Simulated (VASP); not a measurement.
Set up this calculation in VASP 6.6.1, as the native input.

* Task: single point
* Functional: PBE
* Potentials or basis: VASP PAW PBE potentials, release 64 (Fe, O)
* Cutoff: 520 eV
* k mesh: 10 × 10 × 10
* Occupations: fermi-dirac, width 0.05 eV
* Spin: collinear spin, ferromagnetic start
* Starting moments: [3.0, 0.0] μB
* Dipole correction: no
* Further INCAR settings: ALGO = Normal; EDIFF = 1e-07; NBANDS = 18

The structure of FeO lies in POSCAR:

```
FeO
1.0
    2.6124696300      0.0000000000      0.0000000000
    0.0000000000      2.6124696300      0.0000000000
    0.0000000000      0.0000000000      2.6124696300
Fe O
1 1
Direct
    0.0125980000      0.0026840000     -0.0035830000
    0.4841330000      0.5022170000      0.5003560000
```

This cell differs from its parent crystal: atoms moved at random.

One way to write it, as run:

INCAR

```
SYSTEM = FeO
PREC = Accurate
ENCUT = 520
EDIFF = 1E-7
ISMEAR = -1
SIGMA = 0.05
LREAL = .False.
LASPH = .True.
NELM = 150
ALGO = Normal
ISIF = 2
LWAVE = .False.
LCHARG = .True.
ISPIN = 2
MAGMOM = 3 0
LORBIT = 11
LMAXMIX = 4
GGA = PE
LELF = .True.
LVHAR = .True.
NBANDS = 18
```

KPOINTS

```
Automatic mesh
0
Gamma
  10 10 10
  0 0 0
```

Potentials or basis: VASP PAW PBE potentials, release 64 (Fe, O).

Launch:

```sh
$ cat potpaw_PBE.64/Fe/POTCAR potpaw_PBE.64/O/POTCAR > POTCAR
$ mpirun -np 1 vasp_std > vasp.out
```

It gave:

```
Pressure                                              : 9.8 GPa
Largest force                                         : 0.134 eV/Å
Band gap on the k mesh                                : zero (filled and empty bands overlap)
Net moment                                            : 4.00 μB per cell
Site moments                                          : Fe +3.53; O +0.38 μB
Valence electrons inside the program's atomic spheres : Fe 6.82; O 4.98
```

Caveat: the cell differs from its parent crystal (atoms moved at random); the cell stands under pressure; a cell with one magnetic atom can't hold antiferromagnetic order, which such compounds often take; semilocal functionals often make such compounds metallic where correlation or magnetic order opens a gap, which also shifts bond lengths.

Run time: 3.3 min on 1 thread of AMD EPYC 7R13 Processor (Zen 3), on a shared host, peak memory 0.31 GiB.
